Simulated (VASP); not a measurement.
# InW2O6 (Fm-3m) in VASP: a series of runs

The runs below take InW2O6 through single point, relaxation of volume and atoms at fixed shape, with LDA.

All numbers are computed with VASP 6.6.1; they aren't measurements. Logs are shortened: lines on timing, memory, paths and dates and some standing lists are left out, and cuts for length are marked.

## (1) The cell of the first run

The structure is cubic, space group Fm-3m (No. 225). The conventional cell has a = 7.702 Å, b = 7.702 Å, c = 7.702 Å, α = 90.00°, β = 90.00°, γ = 90.00°. In (site symmetry m-3m) has 12 O at 2.72 Å and 8 W at 3.33 Å within 3.6 Å. W (site symmetry -43m) has 6 O at 1.93 Å within 2.6 Å. O (site symmetry mmm) has 2 W at 1.93 Å within 2.6 Å.

## (2) Single point, LDA

Input file INCAR:

```
SYSTEM = InW2O6
ALGO = Normal
EDIFF = 1E-7
ENCUT = 520
ISIF = 2
ISMEAR = -1
LASPH = .True.
LCHARG = .False.
LREAL = .False.
LWAVE = .False.
NBANDS = 48
NELM = 100
PREC = Accurate
SIGMA = 0.1
```

Input file KPOINTS:

```
k-points
0
Gamma
  5 5 5
  0 0 0
```

Input file POSCAR:

```
InW2O6
1.0
    0.0000000000      3.8508609150      3.8508609150
    3.8508609150      0.0000000000      3.8508609150
    3.8508609150      3.8508609150      0.0000000000
In W O
1 2 6
Direct
    0.5000000000      0.5000000000      0.5000000000
    0.2500000000      0.2500000000      0.2500000000
    0.7500000000      0.7500000000      0.7500000000
    0.5000000000      0.5000000000      0.0000000000
    0.0000000000      0.0000000000      0.5000000000
    0.0000000000      0.5000000000      0.5000000000
    0.5000000000      0.0000000000      0.0000000000
    0.5000000000      0.0000000000      0.5000000000
    0.0000000000      0.5000000000      0.0000000000
```

Potentials or basis: VASP PAW LDA potentials, release 64 (In_d, W_sv, O).

Run with:

```console
cat potpaw_LDA.64/In_d/POTCAR potpaw_LDA.64/W_sv/POTCAR potpaw_LDA.64/O/POTCAR > POTCAR
mpirun -np 1 vasp_std > vasp.out
```

OUTCAR:

```text
SYSTEM = InW2O6
   EDIFF = 1E-7
   ENCUT = 520
   ISIF = 2
   ISMEAR = -1
   LASPH = .True.
   LREAL = .False.
   NELM = 100
   PREC = Accurate

 ion  position               nearest neighbor table
   1  0.500  0.500  0.500-   4 2.72   6 2.72   8 2.72   4 2.72   7 2.72   9 2.72   5 2.72   7 2.72
                             8 2.72   5 2.72   6 2.72   9 2.72   3 3.33   2 3.33   2 3.33   3 3.33
   2  0.250  0.250  0.250-   4 1.93   5 1.93   6 1.93   7 1.93   8 1.93   9 1.93   1 3.33   1 3.33
                             1 3.33   1 3.33
   3  0.750  0.750  0.750-   4 1.93   5 1.93   6 1.93   7 1.93   8 1.93   9 1.93   1 3.33   1 3.33
                             1 3.33   1 3.33
   4  0.500  0.500  0.000-   2 1.93   3 1.93   1 2.72   1 2.72
   5  0.000  0.000  0.500-   2 1.93   3 1.93   1 2.72   1 2.72
   6  0.000  0.500  0.500-   2 1.93   3 1.93   1 2.72   1 2.72
   7  0.500  0.000  0.000-   2 1.93   3 1.93   1 2.72   1 2.72
   8  0.500  0.000  0.500-   2 1.93   3 1.93   1 2.72   1 2.72
   9  0.000  0.500  0.000-   2 1.93   3 1.93   1 2.72   1 2.72

  LATTYP: Found a face centered cubic cell.
 ALAT       =     7.7017218300

  Lattice vectors:

 A1 = (   0.0000000000,   3.8508609150,   3.8508609150)
 A2 = (   3.8508609150,   0.0000000000,   3.8508609150)
 A3 = (   3.8508609150,   3.8508609150,   0.0000000000)

Analysis of symmetry for initial positions (statically):
=====================================================================
 Subroutine PRICEL returns:
 Original cell was already a primitive cell.

 Routine SETGRP: Setting up the symmetry group for a
 face centered cubic supercell.

 Subroutine GETGRP returns: Found 48 space group operations
 (whereof 48 operations were pure point group operations)
 out of a pool of 48 trial point group operations.

The static configuration has the point symmetry O_h .

Analysis of symmetry for dynamics (positions and initial velocities):
=====================================================================
 Subroutine PRICEL returns:
 Original cell was already a primitive cell.

 Routine SETGRP: Setting up the symmetry group for a
 face centered cubic supercell.

 Subroutine GETGRP returns: Found 48 space group operations
 (whereof 48 operations were pure point group operations)
 out of a pool of 48 trial point group operations.

The dynamic configuration has the point symmetry O_h .

 Subroutine INISYM returns: Found 48 space group operations
 (whereof 48 operations are pure point group operations),
 and found     1 'primitive' translations

----------------------------------------------------------------------------------------

                                     Primitive cell

  volume of cell :     114.2098

  direct lattice vectors                    reciprocal lattice vectors
     0.000000000  3.850860915  3.850860915    -0.129841096  0.129841096  0.129841096
     3.850860915  0.000000000  3.850860915     0.129841096 -0.129841096  0.129841096
     3.850860915  3.850860915  0.000000000     0.129841096  0.129841096 -0.129841096

  length of vectors
     5.445939733  5.445939733  5.445939733     0.224891374  0.224891374  0.224891374

  position of ions in fractional coordinates (direct lattice)
     0.500000000  0.500000000  0.500000000
     0.250000000  0.250000000  0.250000000
     0.750000000  0.750000000  0.750000000
     0.500000000  0.500000000  0.000000000
     0.000000000  0.000000000  0.500000000
     0.000000000  0.500000000  0.500000000
     0.500000000  0.000000000  0.000000000
     0.500000000  0.000000000  0.500000000
     0.000000000  0.500000000  0.000000000

  ion indices of the primitive-cell ions
   primitive index   ion index
                 1           1
                 2           2
                 3           3
                 4           4
                 5           5
                 6           6
                 7           7
                 8           8
                 9           9

----------------------------------------------------------------------------------------

 KPOINTS: k-points

Automatic generation of k-mesh.
 Grid dimensions read from file:
 generate k-points for:    5    5    5

 Generating k-lattice:

  Cartesian coordinates                     Fractional coordinates (reciprocal lattice)
    -0.025968219  0.025968219  0.025968219     0.200000000  0.000000000  0.000000000
     0.025968219 -0.025968219  0.025968219     0.000000000  0.200000000  0.000000000
     0.025968219  0.025968219 -0.025968219     0.000000000  0.000000000  0.200000000

  Length of vectors
     0.044978275  0.044978275  0.044978275

  Shift w.r.t. Gamma in fractional coordinates (k-lattice)
     0.000000000  0.000000000  0.000000000

 Subroutine IBZKPT returns following result:
 ===========================================

 Found     10 irreducible k-points:

 Following reciprocal coordinates:
            Coordinates               Weight
  0.000000  0.000000  0.000000      1.000000
  0.200000  0.000000  0.000000      8.000000
  0.400000  0.000000  0.000000      8.000000
  0.200000  0.200000  0.000000      6.000000
  0.400000  0.200000  0.000000     24.000000
 -0.400000  0.200000  0.000000     24.000000
 -0.200000  0.200000  0.000000     12.000000
  0.400000  0.400000  0.000000      6.000000
 -0.400000  0.400000  0.000000     12.000000
 -0.400000  0.400000  0.200000     24.000000
   k-points           NKPTS =     10   k-points in BZ     NKDIM =     10   number of bands    NBANDS=     48
   number of dos      NEDOS =    301   number of ions     NIONS =      9
   total plane-waves  NPLWV =  74088
   dimension x,y,z NGX =    42 NGY =   42 NGZ =   42
   dimension x,y,z NGXF=    84 NGYF=   84 NGZF=   84
   ions per type =               1   2   6
   NGX,Y,Z   is equivalent  to a cutoff of  12.82, 12.82, 12.82 a.u.
   NGXF,Y,Z  is equivalent  to a cutoff of  25.64, 25.64, 25.64 a.u.
 SYSTEM =  InW2O6
   PREC   = accura    normal or accurate (medium, high low for compatibility)
   ISTART =      0    job   : 0-new  1-cont  2-samecut
   ICHARG =      2    charge: 1-file 2-atom 10-const
   ISPIN  =      1    spin polarized calculation?
   LNONCOLLINEAR =      F non collinear calculations
   LSORBIT =      F    spin-orbit coupling
   LASPH  =      T    aspherical Exc in radial PAW
   ENCUT  =  520.0 eV  38.22 Ry    6.18 a.u.  10.13 10.13 10.13*2*pi/ulx,y,z
   NELM   =    100;   NELMIN=  2; NELMDL= -5     # of ELM steps
   EDIFF  = 0.1E-06   stopping-criterion for ELM
   LREAL  =      F    real-space projection
   EDIFFG = 0.1E-05   stopping-criterion for IOM
   NSW    =      0    number of steps for IOM
   IBRION =     -1    ionic relax: 0-MD 1-quasi-New 2-CG
   NFREE  =      0    steps in history (QN), initial steepest desc. (CG)
   ISIF   =      2    stress and relaxation
   ISYM   =      2    0-nonsym 1-usesym 2-fastsym
   POTIM  = 0.5000    time-step for ionic-motion
   TEBEG  =    0.0;   TEEND  =   0.0 temperature during run
   PSTRESS=    0.0 pullay stress
   NELECT =      77.0000    total number of electrons
   NUPDOWN=      -1.0000    fix difference up-down
   EMIN   =  10.00;   EMAX   =-10.00  energy-range for DOS
   EFERMI =   0.00;   METHOD = LEGACY
   ISMEAR =    -1;   SIGMA  =   0.10  broadening in eV -4-tet -1-fermi 0-gaus
   EFERMI_NEDOS =   21; number of points for ismear=-14 and -15
   IALGO  =     38    algorithm
   IMIX   =      4    mixing-type and parameters
     AMIX     =   0.40;   BMIX     =  1.00
     AMIX_MAG =   1.60;   BMIX_MAG =  1.00
  volume/ion in A,a.u.               =      12.69        85.64
  Fermi-wavevector in a.u.,A,eV,Ry     =   1.435502  2.712706 28.037077  2.060667
  Thomas-Fermi vector in A             =   2.554794
   LORBIT       =      0    0 simple, 1 ext, 2 COOP (PROOUT), +10 PAW based schemes
   GGA     = CA    functional components
   LHFCALC =     F    Hartree Fock is set to
   AEXX    =    0.0000 exact exchange contribution
   IVDW    =     0    specifies the selected vdW correction
   LEPSILON=     F    determine dielectric tensor
   LRPA    =     F    only Hartree local field effects (RPA)
 non-spin polarized calculation
  energy-cutoff  :      520.00
  volume of cell :      114.21
 maximum number of plane-waves:      3119
 NGX is ok and might be reduce to    42
   NGX = 21   NGY = 21   NGZ = 21

 number of electron      76.9999987 magnetization

 Free energy of the ion-electron system (eV)
  ---------------------------------------------------
  ext. energy  EPLUGINS =         0.00000000
  ---------------------------------------------------
  free energy    TOTEN  =       -82.80655077 eV

  energy without entropy =      -82.71933015  energy(sigma->0) =      -82.76294046

 E-fermi :   5.7836     XC(G=0): -11.3873

 val. band max:        5.6860717610   @ k =  -0.4000   0.4000   0.2000
 cond. band min:       5.9094786156   @ k =  -0.2000   0.2000   0.0000
 fundamental gap:      0.2234068547
 Fermi energy:         5.7835541906

 k-point     1 :       0.0000    0.0000    0.0000
  band No.  band energies     occupation
      1     -69.7476      2.00000
      2     -69.7459      2.00000
      3     -34.3323      2.00000
      4     -34.3323      2.00000
      5     -34.3323      2.00000
      6     -34.2655      2.00000
[... 40 lines left out ...]
     47      11.0270      0.00000
     48      12.8998      0.00000

 k-point     2 :       0.2000    0.0000    0.0000
  band No.  band energies     occupation
      1     -69.7474      2.00000
      2     -69.7461      2.00000
      3     -34.3262      2.00000
      4     -34.3260      2.00000
      5     -34.3260      2.00000
      6     -34.2722      2.00000
[... 40 lines left out ...]
     47      11.2565      0.00000
     48      12.1780      0.00000

 k-point     3 :       0.4000    0.0000    0.0000
  band No.  band energies     occupation
      1     -69.7470      2.00000
      2     -69.7465      2.00000
      3     -34.3098      2.00000
      4     -34.3094      2.00000
      5     -34.3094      2.00000
      6     -34.2892      2.00000
[... 346 lines left out ...]
     47      10.6981      0.00000
     48      11.1445      0.00000

 k-point    10 :      -0.4000    0.4000    0.2000
  band No.  band energies     occupation
      1     -69.7469      2.00000
      2     -69.7466      2.00000
      3     -34.3370      2.00000
      4     -34.3316      2.00000
      5     -34.3103      2.00000
      6     -34.2882      2.00000
[... 40 lines left out ...]
     47      10.6988      0.00000
     48      11.4281      0.00000

------------------------ aborting loop because EDIFF is reached ----------------------------------------

  FORCE on cell =-STRESS in cart. coord.  units (eV):
  Direction    XX          YY          ZZ          XY          YZ          ZX
  --------------------------------------------------------------------------------------
  -------------------------------------------------------------------------------------
  Total        1.6749584      1.6749584      1.6749584     -0.0000000     -0.0000000      0.0000000
  in kB       23.4969290     23.4969290     23.4969290     -0.0000000     -0.0000000      0.0000000
  external PRESSURE =      23.4969290 kB  Pullay stress =       0.0000000 kB

 VOLUME and BASIS-vectors are now :
 -----------------------------------------------------------------------------
  energy-cutoff  :      520.00
  volume of cell :      114.21
      direct lattice vectors                 reciprocal lattice vectors
     0.000000000  3.850860915  3.850860915    -0.129841096  0.129841096  0.129841096
     3.850860915  0.000000000  3.850860915     0.129841096 -0.129841096  0.129841096
     3.850860915  3.850860915  0.000000000     0.129841096  0.129841096 -0.129841096

 POSITION                                       TOTAL-FORCE (eV/Angst)
 -----------------------------------------------------------------------------------
      3.85086      3.85086      3.85086         0.000000      0.000000      0.000000
      1.92543      1.92543      1.92543         0.000000      0.000000      0.000000
      5.77629      5.77629      5.77629        -0.000000     -0.000000     -0.000000
      1.92543      1.92543      3.85086         0.000000      0.000000      0.000000
      1.92543      1.92543      0.00000         0.000000      0.000000      0.000000
      3.85086      1.92543      1.92543         0.000000      0.000000      0.000000
      0.00000      1.92543      1.92543         0.000000      0.000000      0.000000
      1.92543      3.85086      1.92543         0.000000      0.000000      0.000000
      1.92543      0.00000      1.92543         0.000000      0.000000      0.000000
 -----------------------------------------------------------------------------------
    total drift:                               -0.000000     -0.000000     -0.000000

  FREE ENERGIE OF THE ION-ELECTRON SYSTEM (eV)
  ---------------------------------------------------
  free  energy   TOTEN  =       -82.8065507689 eV

  energy  without entropy=      -82.7193301517  energy(sigma->0) =      -82.76294046
```

Run time: 30 s. Hardware: 1 thread of Intel Xeon 6975P-C (Granite Rapids), shared host; peak memory 0.24 GiB.

Results:

```
Free energy            : -82.8066 eV
Pressure               : 2.3 GPa
Band gap on the k mesh : zero (an odd number of electrons rules out a gap without spin polarisation)
```

Caveat: spin-orbit coupling is left out, which moves the levels of the heavy elements; an odd number of electrons without spin polarisation forces a metal; a magnetic or distorted state may lie lower.

## (3) Relaxation of volume and atoms at fixed shape, LDA

This run uses another cell than the first one, of 14.66 Å³/atom.

Input file INCAR:

```
SYSTEM = InW2O6
ALGO     = Normal         ! electronic algorithm
EDIFF    = 1E-7           ! SCF threshold, eV
EDIFFG   = -0.02          ! ionic threshold
ENCUT    = 600            ! plane-wave cutoff, eV
IBRION   = 2              ! ionic algorithm
ISIF     = 8              ! what is computed and relaxed
ISMEAR   = -1             ! smearing method
LASPH    = .True.         ! aspherical terms in the spheres
LCHARG   = .False.        ! write CHGCAR
LREAL    = .False.        ! projectors in reciprocal space
LWAVE    = .False.        ! write WAVECAR
NELM     = 100            ! most SCF steps
NSW      = 80             ! ionic steps
PREC     = Accurate       ! precision mode
SIGMA    = 0.1            ! smearing width, eV
```

KPOINTS is that of step 2.

POSCAR, as its differences from that of step 2:

```diff
@@ -2,5 +2,5 @@
 1.0
-    0.0000000000      3.8508609150      3.8508609150
-    3.8508609150      0.0000000000      3.8508609150
-    3.8508609150      3.8508609150      0.0000000000
+    0.0000000000      4.0406318800      4.0406318800
+    4.0406318800      0.0000000000      4.0406318800
+    4.0406318800      4.0406318800      0.0000000000
 In W O
```

Potentials or basis: VASP PAW LDA potentials, release 64 (In_d, W_sv, O).

Run with:

```console
cat potpaw_LDA.64/In_d/POTCAR potpaw_LDA.64/W_sv/POTCAR potpaw_LDA.64/O/POTCAR > POTCAR
mpirun -np 1 vasp_std > vasp.out
```

It took 2.7 min on 1 thread of Intel Xeon 6975P-C (Granite Rapids), shared host; peak memory 0.31 GiB.

It converged, with:

- Free energy: -82.8732 eV
- Relaxed volume: 12.79 Å³/atom
- Relaxed cell: a = 5.460 Å, b = 5.460 Å, c = 5.460 Å, α = 60.00°, β = 60.00°, γ = 60.00°
- Space group after relaxing (to 0.1 Å): Fm-3m (No. 225)
- Energy gained by relaxing: 162.0 meV/atom
- Ionic steps: 5
- Pressure after relaxing: 0.2 GPa
- Band gap on the k mesh: zero (an odd number of electrons rules out a gap without spin polarisation)

Step by step:
```
step  energy change (eV)  largest force (eV/Å)  pressure (GPa)  volume (Å³)
   1              0.0000                0.0000          -24.50       131.94
   2              3.0574                0.0000           80.80        93.59
   3             -1.4521                0.0000           -1.99       116.10
   4             -1.4577                0.0000           -0.51       115.39
   5             -1.4580                0.0000            0.17       115.07
```

Final structure:
```
CELL_PARAMETERS angstrom
0.00000 3.86054 3.86054
3.86054 0.00000 3.86054
3.86054 3.86054 0.00000
ATOMIC_POSITIONS crystal
In 0.50000 0.50000 0.50000
W 0.25000 0.25000 0.25000
W 0.75000 0.75000 0.75000
O 0.50000 0.50000 0.00000
O 0.00000 0.00000 0.50000
O 0.00000 0.50000 0.50000
O 0.50000 0.00000 0.00000
O 0.50000 0.00000 0.50000
O 0.00000 0.50000 0.00000
```

Levels at points of the mesh, in eV from the Fermi level:
| k point | band 35 | band 36 | band 37 | band 38 | band 39 | band 40 | band 41 | band 42 |
| --- | --- | --- | --- | --- | --- | --- | --- | --- |
| (0.00, 0.00, 0.00) | -2.95 | -2.22 | -2.22 | -2.22 | -1.12 | -1.12 | -1.12 | 3.40 |

Caveat: spin-orbit coupling is left out, which moves the levels of the heavy elements; an odd number of electrons without spin polarisation forces a metal; a magnetic or distorted state may lie lower.
